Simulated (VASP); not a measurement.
**Ba5Na4F14: single point with PBE**

System: Ba5Na4F14.

```xyz
23
Lattice="7.5902 0.3428 0.0529 0.3428 7.5784 -0.1247 0.0529 -0.1247 7.4653" Properties=species:S:1:pos:R:3 pbc="T T T"
Ba    4.8352    2.4858    4.0903
Ba    6.5537    2.9322    0.4413
Ba    2.6980    7.1552    2.4531
Ba    0.8632    6.1540    5.9319
Ba    6.7270    6.0555    2.2758
F     3.1783    6.5442   -0.1040
F     7.5454    3.5964    2.6198
F     6.4749    4.2563    5.1569
F     6.1934    5.7291    7.4109
F     3.4414    3.0433    6.2520
F     1.5647    5.3132    3.6562
F     5.8277    1.0637    6.4396
F     4.2842    7.4090    4.7047
F     0.0166   -0.1478    1.0597
F     7.8307    0.9134    4.4478
F     4.5191    4.8636    2.3012
F     0.7816    3.9574   -0.4294
F     4.6758    0.6329    1.8815
F     2.5769    2.1964    2.8842
Na    4.7011    5.5333    5.8206
Na    4.1525    7.9563    6.8216
Na    2.4955    3.6020    1.1060
Na    1.0166    3.2712    4.3815
```

| Property | Result |
| --- | --- |
| Program | VASP 6.6.1 |
| Task | single point |
| Functional | PBE |
| Potentials or basis | VASP PAW PBE potentials, release 64 (Ba_sv, F, Na_pv) |
| Cutoff | 520 eV |
| k mesh | 1 × 1 × 1 |
| Occupations | fermi-dirac, width 0.0655 eV |
| Spin | no spin polarisation |
| Dipole correction | no |
| Further INCAR settings | LREAL = Auto; ALGO = Normal; EDIFF = 1e-06; NBANDS = 105; ISYM = 0 |

The pressure is 1.6 GPa. The largest force is 2.956 eV/Å.

Forces on the atoms (eV/Å):
```
Ba   0.447 -0.891  0.303
Ba  -0.822 -0.588 -0.511
Ba   0.502  1.011 -0.007
Ba  -0.996  0.981  1.085
Ba  -0.523  1.009  0.904
F   -1.826 -2.024  0.416
F   -0.446 -0.010 -0.517
F   -0.280  0.146 -0.323
F   -0.063 -0.283 -0.348
F    0.389  0.094  0.031
F   -0.074 -0.504 -0.006
F   -0.006  0.016 -0.474
F   -0.358 -0.226 -0.597
F    1.037  0.515 -0.205
F    0.271 -0.328 -0.269
F   -0.533 -0.727  0.168
F    1.007 -0.060  0.281
F    0.196  0.329  0.152
F    0.008  0.303 -0.050
Na   0.100 -0.296  0.248
Na   1.647  2.426 -0.376
Na   0.170  0.069 -0.163
Na   0.154 -0.962  0.255
```

Stress tensor (GPa, compression positive):
```
 1.94  1.85 -0.85
 1.85  1.25  1.44
-0.85  1.44  1.59
```

Levels at points of the mesh, in eV from the Fermi level:
| k point | band 86 | band 87 | band 88 | band 89 | band 90 | band 91 |
| --- | --- | --- | --- | --- | --- | --- |
| (0.00, 0.00, 0.00) | -1.90 | -1.83 | -1.61 | 3.17 | 4.55 | 4.82 |

It took 87 s on 1 thread of Intel(R) Xeon(R) Platinum 8259CL CPU @ 2.50GHz (Skylake/Cascade Lake), on a shared host, peak memory 0.42 GiB.

Caveat: the k points lie up to 0.84 Å⁻¹ apart, too coarse for converged energies, forces and pressures; the atoms stand as in a frame of molecular dynamics; spin-orbit coupling is left out, which moves the levels of the heavy elements.
